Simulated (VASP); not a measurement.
Write the native input for VASP 6.6.1 that does the following.

| Item | Value |
| --- | --- |
| Task | relaxation of the atoms |
| Functional | PBE |
| Potentials or basis | VASP PAW PBE potentials, release 64 (Ba_sv, H) |
| Cutoff | 520 eV |
| k mesh | 1 × 1 × 1 |
| Occupations | fermi-dirac, width 0.15 eV |
| Spin | no spin polarisation |
| Dipole correction | no |
| Further INCAR settings | LREAL = Auto; ALGO = Normal; EDIFF = 1e-06; IBRION = 2; EDIFFG = -0.08; NSW = 45 |

The structure of Ba16H (a cell with a defect) lies in POSCAR:

```
Ba16H
1.0
   10.0400000000      0.0000000000      0.0000000000
    0.0000000000     10.0400000000      0.0000000000
    0.0000000000      0.0000000000     10.0400000000
Ba H
16 1
Direct
    0.0000000000      0.0000000000      0.0000000000
    0.5000000000      0.0000000000      0.0000000000
    0.0000000000      0.5000000000      0.0000000000
    0.0000000000      0.0000000000      0.5000000000
    0.2500000000      0.2500000000      0.2500000000
    0.5000000000      0.5000000000      0.0000000000
    0.5000000000      0.0000000000      0.5000000000
    0.7500000000      0.2500000000      0.2500000000
    0.0000000000      0.5000000000      0.5000000000
    0.2500000000      0.7500000000      0.2500000000
    0.2500000000      0.2500000000      0.7500000000
    0.5000000000      0.5000000000      0.5000000000
    0.7500000000      0.7500000000      0.2500000000
    0.7500000000      0.2500000000      0.7500000000
    0.2500000000      0.7500000000      0.7500000000
    0.7500000000      0.7500000000      0.7500000000
    0.6195269000      0.2473425000     -0.0063058000
```

These files were run (other wordings do the same):

INCAR

```
PREC = Accurate
ENCUT = 520
EDIFF = 1E-6
ISMEAR = -1
SIGMA = 0.15
LREAL = Auto
LASPH = True
NELM = 100
ALGO = Normal
ISIF = 2
LWAVE = False
LCHARG = False
GGA = PE
IBRION = 2
NSW = 45
EDIFFG = -0.08
```

KPOINTS

```
Automatic mesh
0
Gamma
  1 1 1
```

Potentials or basis: VASP PAW PBE potentials, release 64 (Ba_sv, H).

Run with:

```bash
$ cat potpaw_PBE.64/Ba_sv/POTCAR potpaw_PBE.64/H/POTCAR > POTCAR
$ mpirun -np 1 vasp_gam > vasp.out
```

It gave:

```
Energy gained by relaxing    : 7.3 meV/atom
Ionic steps                  : 6
Pressure after relaxing      : -0.9 GPa
Largest force after relaxing : 0.079 eV/Å
Band gap on the k mesh       : zero (an odd number of electrons rules out a gap without spin polarisation)
```

Caveat: the k points lie up to 0.63 Å⁻¹ apart, too coarse for converged energies and pressures of a metal; spin-orbit coupling is left out, which moves the levels of the heavy elements; the relaxation stopped at a loose force limit of 0.08 eV/Å, so its end isn't a converged minimum.

Wall time 44 min on 1 thread of Intel Xeon 8259CL, on a shared host, peak memory 1.1 GiB.
